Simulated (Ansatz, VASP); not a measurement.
**Si15Rh in VASP and in Ansatz**

```
Rh Si
1.0
     0.00000    5.43700    5.43700
     5.43700    0.00000    5.43700
     5.43700    5.43700    0.00000
Rh Si
1 15
Direct
  0.00000 0.00000 0.00000
  0.99909 0.99909 0.50091
  0.99909 0.50091 0.99909
  0.99909 0.50091 0.50091
  0.50091 0.99909 0.99909
  0.50091 0.99909 0.50091
  0.50091 0.50091 0.99909
  0.50000 0.50000 0.50000
  0.12322 0.12322 0.12322
  0.12322 0.12322 0.63034
  0.12322 0.63034 0.12322
  0.12518 0.62494 0.62494
  0.63034 0.12322 0.12322
  0.62494 0.12518 0.62494
  0.62494 0.62494 0.12518
  0.62494 0.62494 0.62494
```

Alike in both runs: task single point; functional PBEsol; k mesh 3 × 3 × 3; occupations gaussian, width 0.05 eV; collinear spin; Hubbard terms Rh d U = 2.0 eV.

|  | VASP | Ansatz |
| --- | --- | --- |
| version | VASP 6.6.1 | Ansatz 0.2.0 |
| potentials or method | VASP PAW PBE potentials, release 64 (Rh_pv, Si), cutoff 520 eV | scalar-relativistic, plane waves, PAW |
| valence electrons in the cell | 75 | 77 |

```tsv
	VASP	Ansatz	Ansatz less VASP
gap on the k mesh at the Fermi level (eV)	none	none	-
pressure (GPa)	-1.2	-1.2	-0.01
rms of the force components (eV/Å)	0.021	0.002	-0.0191
net moment per atom (μB)	0.06	0.06	+0.001
size of the moment on the site where the two differ most (μB)	0.28	0.22	-0.063
```

VASP's potentials were made for PBE, not for PBEsol. Site moments also hang on the region over which each program counts them. The programs project onto different local orbitals, so the same U acts differently, and such runs can settle in different states. Atom by atom the forces differ by 0.022 eV/Å (rms over components). A gap of «none» marks a metal or a gap that the smearing closes. VASP's potentials hold 75 valence electrons a cell and Ansatz's 77, so a difference there can come from the potentials and not from the codes. Ansatz's warnings: filled band counts differ across k points.
